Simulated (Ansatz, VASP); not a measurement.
## NaF in VASP and in Ansatz

File POSCAR:

```
NaF
1.0
    0.0000000000      2.6820539337      1.7433350569
    2.6820539337      0.0000000000      1.7433350569
    2.6820539337      2.6820539337      0.0000000000
Na F
1 1
Direct
    0.0000000000      0.0000000000      0.0000000000
    0.5000000000      0.5000000000      0.5000000000
```

INCAR.step1

```
  ALGO = Normal
  EDIFF = 1E-4
  ENCUT = 520
  GGA = PE
  ISMEAR = 0
  LASPH = True
  LCHARG = False
  LREAL = False
  LWAVE = True
  NBANDS = 14
  NELM = 80
  PREC = Accurate
  SIGMA = 0.05
```

File INCAR.step2:

```
  ALGO = Normal
  EDIFF = 1E-6
  ENCUT = 520
  ISIF = 2
  ISMEAR = 0
  ISTART = 1
  LASPH = True
  LCHARG = False
  LMIXTAU = True
  LREAL = False
  LWAVE = False
  METAGGA = R2SCAN
  NBANDS = 14
  NELM = 80
  PREC = Accurate
  SIGMA = 0.05
```

File KPOINTS:

```
k-points
0
Gamma
  10 10 10
```

Input for Ansatz:

```yaml
crystal:
  lattice:
    - [0.0, 2.6820539337, 1.7433350569]
    - [2.6820539337, 0.0, 1.7433350569]
    - [2.6820539337, 2.6820539337, 0.0]
  atoms:
    - { symbol: Na, position: [0.0, 0.0, 0.0] }
    - { symbol: F, position: [0.5, 0.5, 0.5] }
basis:
  ecutwfc: 500
kpoints:
  mp_grid: { grid: [10, 10, 10] }
hamiltonian:
  xc: r2scan
scf:
  occupations: { method: gaussian, width: 0.05 }
output:
  forces: true
  stress: true
  eigenvalues: true
```

Alike in both runs: task single point; functional r2SCAN; k mesh 10 × 10 × 10; occupations gaussian, width 0.05 eV; no spin polarisation.

|  | VASP | Ansatz |
| --- | --- | --- |
| version | VASP 6.6.1 | Ansatz 0.2.0 |
| potentials or method | VASP PAW PBE potentials, release 64 (Na_pv, F), cutoff 520 eV | scalar-relativistic, plane waves, PAW |
| valence electrons in the cell | 14 | 16 |

```tsv
	VASP	Ansatz	Ansatz less VASP
gap on the k mesh at the Fermi level (eV)	5.89	6.01	+0.113
least direct gap on the mesh (eV)	5.89	6.01	+0.113
```

VASP's potentials were made for PBE, not for r2SCAN. VASP's potentials hold 14 valence electrons a cell and Ansatz's 16, so a difference there can come from the potentials and not from the codes.
